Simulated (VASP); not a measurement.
# ZnMo3: single point with PBE

The system is ZnMo3.

```
Mo Zn
1.0
     3.94315    0.00000    0.00000
     0.00000    3.94315    0.00000
     0.00000    0.00000    3.94315
Mo Zn
3 1
Direct
  0.50000 0.50000 0.00000
  0.50000 0.00000 0.50000
  0.00000 0.50000 0.50000
  0.00000 0.00000 0.00000
```

```json
{
 "Program": "VASP 6.6.1",
 "Task": "single point",
 "Functional": "PBE",
 "Potentials or basis": "VASP PAW PBE potentials, release 64 (Mo_sv, Zn)",
 "Cutoff": "520 eV",
 "k mesh": "7 × 7 × 7",
 "Occupations": "fermi-dirac, width 0.05 eV",
 "Spin": "no spin polarisation",
 "Dipole correction": "no",
 "Further INCAR settings": "ALGO = Fast; EDIFF = 1e-06; NBANDS = 35"
}
```

| Property | Result |
| --- | --- |
| Pressure | -0.7 GPa |
| Band gap on the k mesh | zero (band 27 reaches 11.15 eV, above the bottom of band 28 at 9.70 eV) |

Levels at points of the mesh, in eV from the Fermi level:
| k point | band 25 | band 26 | band 27 | band 28 | band 29 | band 30 |
| --- | --- | --- | --- | --- | --- | --- |
| (0.00, 0.00, 0.00) | 0.93 | 0.93 | 0.93 | 2.08 | 2.08 | 2.08 |

Run time: 33 s on 1 thread of Intel(R) Xeon(R) Platinum 8559C (Emerald Rapids), on a shared host, peak memory 0.18 GiB.
